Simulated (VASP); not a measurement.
# PbSe: single point with PBE

Crystal: PbSe.

```xyz
2
Lattice="0.0000 3.0621 3.0621 3.0621 0.0000 3.0621 3.0621 3.0621 0.0000" Properties=species:S:1:pos:R:3 pbc="T T T"
Pb    0.0000    0.0000    0.0000
Se    3.2871    3.0621    3.0621
```

This cell differs from its parent crystal: all Se atoms moved +0.225 Å, as atom 2 along Cartesian [1 0 0].

- Program: VASP 6.6.1
- Task: single point
- Functional: PBE
- Potentials or basis: VASP PAW PBE potentials, release 64 (Pb_d, Se)
- Cutoff: 520 eV
- k mesh: 10 × 10 × 10
- Occupations: gaussian, width 0.03 eV
- Spin: no spin polarisation

```json
{
  "Pressure": "3.1 GPa",
  "Largest force": "0.305 eV/Å",
  "Band gap on the k mesh": "0.74 eV"
}
```

Forces in eV/Å, atoms in the order of the input:
```
Pb   0.305  0.000  0.000
Se  -0.305  0.000  0.000
```

Stress tensor (GPa, compression positive):
```
4.56 0.00 0.00
0.00 2.35 0.00
0.00 0.00 2.35
```

Levels at points of the mesh, in eV from the valence-band top:
```tsv
k point	band 6	band 7	band 8	band 9	band 10	band 11	band 12	band 13	band 14	band 15
(0.00, 0.00, 0.00)	-13.44	-6.06	-1.76	-1.64	-1.64	4.61	4.61	5.01	6.72	7.01
(0.50, 0.00, 0.00)	-12.37	-8.56	-1.46	-1.30	0.00	0.74	1.95	2.15	8.62	10.35
(0.50, 0.50, 0.00)	-12.02	-7.17	-4.77	-3.01	-2.98	3.53	5.96	6.16	6.23	11.39
(0.00, 0.50, 0.50)	-11.96	-7.43	-4.52	-3.04	-3.04	3.90	5.83	5.83	6.34	11.42
```

Run time: 110 s on 1 thread of Intel Xeon 8259CL, on a shared host, peak memory 0.25 GiB.

Caveat: the cell differs from its parent crystal (all Se atoms moved +0.225 Å, as atom 2 along Cartesian [1 0 0]); the cell stands under pressure; spin-orbit coupling is left out, which moves the levels of the heavy elements. A k mesh can miss the band edges.
